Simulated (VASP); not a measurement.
Wanted: the native input for a VASP 6.6.1 run.

```
Task                   : relaxation of cell and atoms
Functional             : PBE
Potentials or basis    : VASP PAW PBE potentials, release 64 (Ba_sv, As)
Cutoff                 : 600 eV
k mesh                 : 3 × 3 × 3
Occupations            : gaussian, width 0.2 eV
Spin                   : no spin polarisation
Dipole correction      : no
Further INCAR settings : ALGO = Normal; EDIFF = 1e-06; IBRION = 2; EDIFFG = -0.08; NSW = 36; ISIF = 3
```

The structure of Ba3As2 lies in POSCAR:

```
Ba3As2
1.0
    0.0000000000      5.7054728800      5.7054728800
    5.7054728800      0.0000000000      5.7054728800
    5.7054728800      5.7054728800      0.0000000000
Ba As
6 4
Direct
    0.7383996800      0.2616003200      0.2616003200
    0.2616003200      0.7383996800      0.7383996800
    0.2616003200      0.7383996800      0.2616003200
    0.7383996800      0.2616003200      0.7383996800
    0.2616003200      0.2616003200      0.7383996800
    0.7383996800      0.7383996800      0.2616003200
    0.2500000000      0.2500000000      0.2500000000
    0.5000000000      0.5000000000      0.5000000000
    0.7500000000      0.7500000000      0.7500000000
    0.0000000000      0.0000000000      0.0000000000
```

These files were run (other wordings do the same):

INCAR

```
ALGO = Normal ; EDIFF = 1E-6
EDIFFG = -0.08 ; ENCUT = 600
GGA = PE ; IBRION = 2
ISIF = 3 ; ISMEAR = 0
LASPH = T ; LCHARG = F
LREAL = F ; LWAVE = F
NELM = 80 ; NSW = 36
PREC = Accurate ; SIGMA = 0.2
```

KPOINTS

```
k-points
0
Gamma
  3 3 3
```

Potentials or basis: VASP PAW PBE potentials, release 64 (Ba_sv, As).

The run is started by

```console
$ cat potpaw_PBE.64/Ba_sv/POTCAR potpaw_PBE.64/As/POTCAR > POTCAR
$ mpirun -np 1 vasp_std > vasp.out
```

It gave:

```yaml
Relaxed_volume: 47.56 Å³/atom
Relaxed_cell: a = 8.762 Å, b = 8.762 Å, c = 8.762 Å, α = 60.00°, β = 60.00°, γ = 60.00°
Space_group_after_relaxing_to_0.05_Å: Pm-3m (No. 221)
Energy_gained_by_relaxing: 360.1 meV/atom
Ionic_steps: 5
Pressure_after_relaxing: -0.1 GPa
Largest_force_after_relaxing: 0.032 eV/Å
Band_gap_on_the_k_mesh: zero (filled and empty bands touch)
```

Caveat: the volume moved by over 15 % at a fixed basis, so the end points are rough; spin-orbit coupling is left out, which moves the levels of the heavy elements; the relaxation stopped at a loose force limit of 0.08 eV/Å, so its end isn't a converged minimum.

Run time: 13 min on 1 thread of Intel(R) Xeon(R) Platinum 8259CL CPU @ 2.50GHz (Skylake/Cascade Lake), on a shared host, peak memory 0.64 GiB.
